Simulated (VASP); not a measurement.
Runs of VASP 6.6.1 on Nb. The structure is that of space group I4/mmm (No. 139), or close to it. The cells are those of the table. 

```csv
cell,gap on the mesh (eV),pressure (GPa)
"a = 2.992, b = 2.992, c = 3.066 Å, angles 59.2, 59.2, 61.6°, 1 atom",none,(a)
"a = 2.995, b = 2.995, c = 3.141 Å, angles 58.4, 58.4, 63.2°, 1 atom",none,-14.8
"a = 3.031, b = 3.031, c = 3.141 Å, angles 58.8, 58.8, 62.4°, 1 atom",none,-17.3
"a = 3.067, b = 3.067, c = 3.141 Å, angles 59.2, 59.2, 61.6°, 1 atom",none,-19.5
```

Alike in all rows: task single point; level PBEsol; potentials or basis VASP PAW PBE potentials, release 64 (Nb_sv); no spin polarisation; k mesh 20 × 20 × 20; cutoff (eV) 500; smearing gaussian 0.15 eV.

Question: Fill in the values left out.

Answer: (a) -11.1.

Caveats: the cell stands under tension; the PAW data sets were made with another functional, which shifts forces and pressure a little.

A k mesh can miss the band edges, and the runs leave out spin-orbit coupling on Nb.

A gap of «none» marks levels without a gap at the run's occupations.
